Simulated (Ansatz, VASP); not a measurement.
# One calculation of Pt, two programs

```xyz
1
Lattice="2.5886 0.0000 0.0000 0.0000 2.5886 0.0000 0.0000 0.0000 2.5886" Properties=species:S:1:pos:R:3 pbc="T T T"
Pt    0.0000    0.0000    0.0000
```

Alike in both runs: task relaxation of cell and atoms; functional PBEsol; k mesh 22 × 22 × 22; occupations gaussian, width 0.1 eV; no spin polarisation.

|  | VASP | Ansatz |
| --- | --- | --- |
| version | VASP 6.6.1 | Ansatz 0.2.0 |
| potentials or method | VASP PAW PBE potentials, release 64 (Pt), cutoff 600 eV | scalar-relativistic, plane waves, PAW |
| valence electrons in the cell | 10 | 18 |

|  | VASP | Ansatz | Ansatz less VASP |
| --- | --- | --- | --- |
| gap on the k mesh at the Fermi level, each at its own relaxed structure (eV) | none | none | - |
| relaxed volume (Å³/atom) | 17.28 | 17.31 | +0.027 |
| relaxed cell length with the largest relative difference (Å) | 2.586 | 2.587 | +0.0013 |

VASP's potentials were made for PBE, not for PBEsol. A gap of «none» marks a metal or a gap that the smearing closes. VASP's potentials hold 10 valence electrons a cell and Ansatz's 18, so a difference there can come from the potentials and not from the codes.

Spin-orbit coupling is off throughout.
